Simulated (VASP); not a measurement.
A run of VASP 6.6.1 is set up as follows.

The input POSCAR:

```
Al
1.0
    2.8061619575      0.0000000000      0.0000000000
   -1.4030809787      2.4302075423      0.0000000000
    0.0000000000      0.0000000000      4.6993491729
Al
2
Direct
    0.6666666667      0.3333333333      0.7500000000
    0.3333333333      0.6666666667      0.2500000000
```

The input INCAR.step1:

```
PREC = Accurate
ENCUT = 520
ISMEAR = 1
SIGMA = 0.15
LREAL = F
LASPH = T
NELM = 60
NBANDS = 10
GGA = PE
ALGO = Normal
EDIFF = 1E-4
LWAVE = T
LCHARG = F
```

INCAR.step2

```
PREC = Accurate
ENCUT = 520
EDIFF = 1E-6
ISMEAR = 1
SIGMA = 0.15
LREAL = F
LASPH = T
NELM = 60
ALGO = Normal
ISIF = 2
LWAVE = F
LCHARG = F
METAGGA = R2SCAN
LMIXTAU = T
NBANDS = 10
ISTART = 1
```

The input KPOINTS:

```
regular mesh
0
Gamma
  14 14 7
```

Potentials or basis: VASP PAW PBE potentials, release 64 (Al).

Command:

```bash
$ cat potpaw_PBE.64/Al/POTCAR > POTCAR
$ cp INCAR.step1 INCAR
$ mpirun -np 1 vasp_std > vasp.out
$ cp INCAR.step2 INCAR
$ mpirun -np 1 vasp_std > vasp.out
```

Problem. What does it give for the band gap on the k mesh?

Solution. Zero (band 3 reaches 11.44 eV, above the bottom of band 4 at 5.25 eV).

Problem. Estimate the pressure.

Solution. -0.3 GPa.

Caveat: the PAW data sets were made with another functional, which shifts forces and pressure a little.
